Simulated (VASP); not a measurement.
A run of VASP 6.6.1 is set up as follows.

Contents of INCAR:

```
ALGO = Normal
EDIFF = 1E-7
ENCUT = 520
GGA = PE
ISIF = 2
ISMEAR = -1
LASPH = True
LCHARG = False
LREAL = False
LWAVE = False
NBANDS = 30
NELM = 80
PREC = Accurate
SIGMA = 0.02
```

The input KPOINTS:

```
k-points
0
Gamma
  4 4 4
```

Contents of POSCAR:

```
CsSnI3
1.0
    6.1790757978      0.0000000000      0.0000000000
    0.0000000000      6.1790757978      0.0000000000
    0.0000000000      0.0000000000      6.2590948667
Cs Sn I
1 1 3
Direct
    0.0000000000      0.0000000000      0.0000000000
    0.5000000000      0.5000000000      0.5000000000
    0.5000000000      0.5000000000      0.0000000000
    0.5000000000      0.0000000000      0.5000000000
    0.0000000000      0.5000000000      0.5000000000
```

Potentials or basis: VASP PAW PBE potentials, release 64 (Cs_sv, Sn_d, I).

Launch:

```sh
$ cat potpaw_PBE.64/Cs_sv/POTCAR potpaw_PBE.64/Sn_d/POTCAR potpaw_PBE.64/I/POTCAR > POTCAR
$ mpirun -np 1 vasp_std > vasp.out
```

Q: What does it give for the band gap on the k mesh?

A: 0.24 eV, direct.

Q: What does it give for the pressure?

A: 0.8 GPa.

Stress tensor (GPa, compression positive):
```
0.98 0.00 0.00
0.00 0.98 0.00
0.00 0.00 0.49
```

Caveat: the cell differs from its parent crystal (epitaxial xy strain -1.0%); spin-orbit coupling is left out, which moves the levels of the heavy elements. A k mesh can miss the band edges.
